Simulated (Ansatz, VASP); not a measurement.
## One calculation of MgH2, two programs

```
CELL_PARAMETERS angstrom
3.30475 0.00000 0.00000
0.00000 3.30475 0.00000
0.00000 0.00000 2.65517
ATOMIC_POSITIONS crystal
Mg 0.00000 0.00000 0.00000
H 0.50000 0.00000 0.50000
H 0.00000 0.50000 0.50000
```

Change from the starting cell: ordered vacancies on the cation sites of caesium chloride (P4/mmm, No. 123).

Alike in both runs: task relaxation of cell and atoms; functional PBE; k mesh 6 × 6 × 6; occupations gaussian, width 0.1 eV; no spin polarisation.

|  | VASP | Ansatz |
| --- | --- | --- |
| version | VASP 6.6.1 | Ansatz 0.2.0 |
| potentials or method | VASP PAW PBE potentials, release 64 (Mg, H), cutoff 600 eV | scalar-relativistic, plane waves, PAW |
| valence electrons in the cell | 4 | 12 |

```tsv
	VASP	Ansatz	Ansatz less VASP
gap on the k mesh at the Fermi level, each at its own relaxed structure (eV)	none	none	-
relaxed volume (Å³/atom)	9.60	9.56	-0.043
relaxed cell length with the largest relative difference (Å)	2.684	2.678	-0.0064
```

A gap of «none» marks a metal or a gap that the smearing closes. VASP's potentials hold 4 valence electrons a cell and Ansatz's 12, so a difference there can come from the potentials and not from the codes.

The k mesh is coarse, so the values compare programs but aren't converged.
